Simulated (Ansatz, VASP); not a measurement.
**TePb in VASP and in Ansatz**

```
Pb Te
1.0
     4.00229    0.00000    0.00000
     0.00000    4.00229    0.00000
     0.00000    0.00000    4.00229
Pb Te
1 1
Direct
  0.00000 0.00000 0.00000
  0.50000 0.50000 0.50000
```

Alike in both runs: task single point; functional PBE; k mesh 3 × 3 × 3; occupations fermi-dirac, width 0.04 eV; no spin polarisation.

```csv
,VASP,Ansatz
version,VASP 6.6.1,Ansatz 0.2.0
potentials or method,"VASP PAW PBE potentials, release 64 (Pb_d, Te), cutoff 520 eV","all-electron LAPW, scalar-relativistic"
```

|  | VASP | Ansatz | Ansatz less VASP |
| --- | --- | --- | --- |
| gap on the k mesh at the Fermi level (eV) | 0.78 | 0.78 | +0.003 |
| least direct gap on the mesh (eV) | 2.09 | 2.09 | +0.003 |
| pressure (GPa) | 0.6 | 0.6 | +0.05 |

Ansatz ran all-electron here, and VASP with PAW potentials.

The k mesh is coarse, so the values compare programs but aren't converged. Neither program's run includes spin-orbit coupling.
